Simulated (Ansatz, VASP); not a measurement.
## Hf in VASP and in Ansatz

File INCAR:

```
SYSTEM = Hf
  PREC = Accurate
  ENCUT = 520
  EDIFF = 1E-6
  ISMEAR = -1
  SIGMA = 0.08
  LREAL = .FALSE.
  LASPH = .TRUE.
  NELM = 80
  ALGO = Normal
  ISIF = 2
  LWAVE = .FALSE.
  LCHARG = .TRUE.
  GGA = PS
  LELF = .TRUE.
  LVHAR = .TRUE.
  NBANDS = 11
```

Contents of KPOINTS:

```
regular mesh
0
G
  15 15 15
  0 0 0
```

The input POSCAR:

```
Hf
1.0
   -1.6860236848      1.6860236848      1.6860236848
    1.6860236848     -1.6860236848      1.6860236848
    1.6860236848      1.6860236848     -1.6860236848
Hf
1
Direct
    0.0000000000      0.0000000000      0.0000000000
```

Input for Ansatz:

```yaml
crystal:
  lattice:
    - [-1.6860236848, 1.6860236848, 1.6860236848]
    - [1.6860236848, -1.6860236848, 1.6860236848]
    - [1.6860236848, 1.6860236848, -1.6860236848]
  atoms:
    - { symbol: Hf, position: [0.0, 0.0, 0.0] }
kpoints:
  mp_grid: { grid: [15, 15, 15] }
scf:
  occupations: { method: fermi_dirac, width: 0.08 }
hamiltonian:
  xc: pbesol
  pseudopotentials: { kind: all_electron, lapw: { basis_error: 0.001 } }
output:
  forces: true
  stress: true
  eigenvalues: true
  populations: true
```

Change from the starting cell: volume scaled by 0.9, LAPW.

Alike in both runs: task single point; functional PBEsol; k mesh 15 × 15 × 15; occupations fermi-dirac, width 0.08 eV; no spin polarisation.

|  | VASP | Ansatz |
| --- | --- | --- |
| version | VASP 6.6.1 | Ansatz 0.2.0 |
| potentials or method | VASP PAW PBE potentials, release 64 (Hf_pv), cutoff 520 eV | all-electron LAPW, scalar-relativistic |

Ansatz gave:

```
pressure (GPa) : 13.4
```

Q: Which values does VASP return?

A: Pressure (GPa): 13.1.

VASP's potentials were made for PBE, not for PBEsol. Ansatz ran all-electron here, and VASP with PAW potentials.

Neither program's run includes spin-orbit coupling.
